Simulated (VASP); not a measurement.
The system is AlRu.

```xyz
2
Lattice="2.9512 0.0000 0.0000 0.0000 2.9512 0.0000 0.0000 0.0000 2.9512" Properties=species:S:1:pos:R:3 pbc="T T T"
Ru    1.4756    1.4756    1.4756
Al    0.0000    0.0000    0.0000
```

This cell differs from its parent crystal: volume scaled by 0.96.

Base run:

```yaml
Program: VASP 6.6.1
Functional: PBEsol
Potentials_or_basis: VASP PAW PBE potentials, release 64 (Ru_pv, Al)
Cutoff: 520 eV
k_mesh: 9 × 9 × 9
Occupations: fermi-dirac, width 0.05 eV
Spin: no spin polarisation
```

Its results: pressure 5.9 GPa.

Q: The run is repeated on the same cell with these changes: functional from PBEsol to PBE. What comes out?

A: Pressure 12.1 GPa.

PBE binds less tightly than PBEsol, so the same cell stands under more pressure.

Caveats: the PAW data sets were made with another functional, which shifts forces and pressure a little (some runs).
